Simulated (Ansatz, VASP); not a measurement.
# One calculation of MgI2, two programs

INCAR

```
  PREC = Accurate
  ENCUT = 520
  EDIFF = 1E-7
  ISMEAR = -1
  SIGMA = 0.05
  LREAL = False
  LASPH = True
  NELM = 60
  ALGO = Normal
  ISIF = 2
  LWAVE = False
  LCHARG = True
  GGA = PS
  LELF = True
  LVHAR = True
  NBANDS = 15
```

The input KPOINTS:

```
regular mesh
0
Gamma
  8 8 4
```

File POSCAR:

```
MgI2
1.0
    4.0554864901      0.0000000000      0.0000000000
   -2.0277432450      3.5121543251      0.0000000000
    0.0000000000      0.0000000000      6.7395524280
I Mg
2 1
Direct
    0.6666666667      0.3333333333      0.7500000000
    0.3333333333      0.6666666667      0.2500000000
    0.0000000000      0.0000000000      0.0000000000
```

The input input.yaml:

```yaml
crystal:
  lattice:
    - [4.0554864901, 0.0, 0.0]
    - [-2.027743245, 3.5121543251, 0.0]
    - [0.0, 0.0, 6.739552428]
  atoms:
    - { symbol: I, position: [0.6666666667, 0.3333333333, 0.75] }
    - { symbol: I, position: [0.3333333333, 0.6666666667, 0.25] }
    - { symbol: Mg, position: [0.0, 0.0, 0.0] }
kpoints:
  mp_grid: { grid: [8, 8, 4] }
scf:
  occupations: { method: fermi_dirac, width: 0.05 }
hamiltonian:
  xc: pbesol
  pseudopotentials: { kind: all_electron, lapw: { basis_error: 0.001 } }
output:
  forces: true
  stress: true
  eigenvalues: true
```

Change from the starting cell: volume scaled by 0.94.

Alike in both runs: task single point; functional PBEsol; k mesh 8 × 8 × 4; occupations fermi-dirac, width 0.05 eV; no spin polarisation.

```csv
,VASP,Ansatz
version,VASP 6.6.1,Ansatz 0.2.0
potentials or method,"VASP PAW PBE potentials, release 64 (I, Mg), cutoff 520 eV","all-electron LAPW, scalar-relativistic"
```

Ansatz gave:

| Property | Result |
| --- | --- |
| gap on the k mesh at the Fermi level (eV) | 3.48 |
| least direct gap on the mesh (eV) | 3.78 |
| pressure (GPa) | 1.2 |
| traceless stress, the component that is largest in VASP (GPa) | -0.35 |
| rms of the force components (eV/Å) | 0.008 |

Q: Which values does VASP return?

A: gap on the k mesh at the Fermi level (eV): 3.46; least direct gap on the mesh (eV): 3.77; pressure (GPa): 1.2; traceless stress, the component that is largest in VASP (GPa): -0.35; rms of the force components (eV/Å): 0.008.

VASP's potentials were made for PBE, not for PBEsol. Atom by atom the forces differ by 0.001 eV/Å (rms over components). Ansatz ran all-electron here, and VASP with PAW potentials.

Spin-orbit coupling is off throughout.
